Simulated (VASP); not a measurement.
A run of VASP 6.6.1 is set up as follows.

INCAR

```
SYSTEM = AlN
ALGO     = Normal         ! electronic algorithm
EDIFF    = 1E-6           ! SCF threshold, eV
ENCUT    = 520            ! plane-wave cutoff, eV
GGA      = PS             ! functional
ISIF     = 2              ! what is computed and relaxed
ISMEAR   = 0              ! smearing method
ISYM     = 0            
LASPH    = .True.         ! aspherical terms in the spheres
LCHARG   = .True.         ! write CHGCAR
LELF     = .True.         ! ELF
LREAL    = .False.        ! projectors in reciprocal space
LVHAR    = .True.       
LWAVE    = .False.        ! write WAVECAR
NBANDS   = 36             ! bands
NELM     = 100            ! most SCF steps
PREC     = Accurate       ! precision mode
SIGMA    = 0.05           ! smearing width, eV
```

The input KPOINTS:

```
k-points
0
Gamma
  9 9 2
  0 0 0
```

Contents of POSCAR:

```
AlN
1.0
    2.0226209166     -2.0226209166      0.0000000000
    2.0226209166      0.0000000000     -2.0226209166
    9.1017941247      7.0791732081      8.0904836664
Al N
6 6
Direct
    0.5208333333      0.6666666667      0.2916666667
   -0.0625000000      0.0000000000      0.1250000000
    0.1041666667      0.3333333333      0.4583333333
    0.2708333333      0.6666666667      0.7916666667
    0.6875000000      1.0000000000      0.6250000000
   -0.1458333333      0.3333333333      0.9583333333
    0.8125000000      0.0000000000      0.3750000000
    0.2291666667      0.3333333333      0.2083333333
    0.3958333333      0.6666666667      0.5416666667
    0.5625000000      1.0000000000      0.8750000000
   -0.0208333333      0.3333333333      0.7083333333
    0.6458333333      0.6666666667      0.0416666667
```

Potentials or basis: VASP PAW PBE potentials, release 64 (Al, N).

Run with:

```sh
$ cat potpaw_PBE.64/Al/POTCAR potpaw_PBE.64/N/POTCAR > POTCAR
$ mpirun -np 1 vasp_std > vasp.out
```

(1) Estimate the band gap on the k mesh.

(2) Predict the pressure.

## Answers

(1) 3.86 eV (least direct gap 4.25 eV).

(2) 17.2 GPa.

Caveat: the cell differs from its parent crystal (the part above a cut slid along it); the stress differs along the axes, from 6 to 23 GPa; the PAW data sets were made with another functional, which shifts forces and pressure a little.
